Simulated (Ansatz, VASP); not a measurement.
# Two plane-wave programs on Re

INCAR

```
SYSTEM = Re
PREC     = Accurate       ! precision mode
ENCUT    = 520            ! plane-wave cutoff, eV
EDIFF    = 1E-7           ! SCF threshold, eV
ISMEAR   = -1             ! smearing method
SIGMA    = 0.05           ! smearing width, eV
LREAL    = .FALSE.        ! projectors in reciprocal space
LASPH    = .TRUE.         ! aspherical terms in the spheres
NELM     = 150            ! most SCF steps
ALGO     = Normal         ! electronic algorithm
ISIF     = 2              ! what is computed and relaxed
LWAVE    = .FALSE.        ! write WAVECAR
LCHARG   = .TRUE.         ! write CHGCAR
MAGMOM   = 0 0 0 0 0 0    ! initial moments
LORBIT   = 11             ! projections on sites
LSORBIT  = .TRUE.         ! spin-orbit coupling
GGA_COMPAT= .FALSE.      
LORBMOM  = .TRUE.       
LMAXMIX  = 4              ! l up to which the mixer works
GGA      = PE             ! functional
LVHAR    = .TRUE.       
NBANDS   = 26             ! bands
```

KPOINTS

```
Automatic mesh
0
G
  11 11 6
  0 0 0
```

The input POSCAR:

```
Re
1.0
    2.7608000000      0.0000000000      0.0000000000
   -1.3804000000      2.3909229348      0.0000000000
    0.0000000000      0.0000000000      4.4582000000
Re
2
Direct
    0.6666666667      0.3333333333      0.7500000000
    0.3333333333      0.6666666667      0.2500000000
```

The input input.yaml:

```yaml
crystal:
  lattice:
    - [2.7608, 0.0, 0.0]
    - [-1.3804, 2.3909229348, 0.0]
    - [0.0, 0.0, 4.4582]
  atoms:
    - { symbol: Re, position: [0.6666666667, 0.3333333333, 0.75] }
    - { symbol: Re, position: [0.3333333333, 0.6666666667, 0.25] }
hamiltonian:
  xc: pbe
  pseudopotentials: { kind: paw_fr }
magnetization:
  noncollinear: true
  spin_orbit: true
kpoints:
  mp_grid: { grid: [11, 11, 6] }
  band_path:
    path:
      - [[0.0, 0.0, 0.0], [0.5, 0.0, 0.0], [0.3333333333, 0.3333333333, 0.0], [0.0, 0.0, 0.0], [0.0, 0.0, 0.5], [0.5, 0.0, 0.5], [0.3333333333, 0.3333333333, 0.5], [0.0, 0.0, 0.5]]
      - [[0.5, 0.0, 0.5], [0.5, 0.0, 0.0]]
      - [[0.3333333333, 0.3333333333, 0.0], [0.3333333333, 0.3333333333, 0.5]]
    npoints: 14
scf:
  occupations: { method: fermi_dirac, width: 0.05 }
  n_extra_bands: 6
output:
  forces: true
  stress: true
  eigenvalues: true
  fatbands: false
```

Alike in both runs: functional PBE; k mesh 11 × 11 × 6; occupations fermi-dirac, width 0.05 eV; non-collinear spin, spin-orbit coupling.

|  | VASP | Ansatz |
| --- | --- | --- |
| version | VASP 6.6.1 | Ansatz 0.2.0 |
| potentials or method | VASP PAW PBE potentials, release 64 (Re) | Ansatz PAW |
| plane-wave cutoff (eV) | 520 | 420 |
| valence electrons in the cell | 14 | 30 |
| task | single point | band structure |

|  | VASP | Ansatz | Ansatz less VASP |
| --- | --- | --- | --- |
| pressure (GPa) | 6.4 | 6.7 | +0.31 |
| traceless stress, the component that is largest in VASP (GPa) | -0.16 | 0.01 | +0.169 |
| net moment per atom (μB) | 0.00 | 0.00 | 0.000 |

VASP's potentials hold 14 valence electrons a cell and Ansatz's 30, so a difference there can come from the potentials and not from the codes.
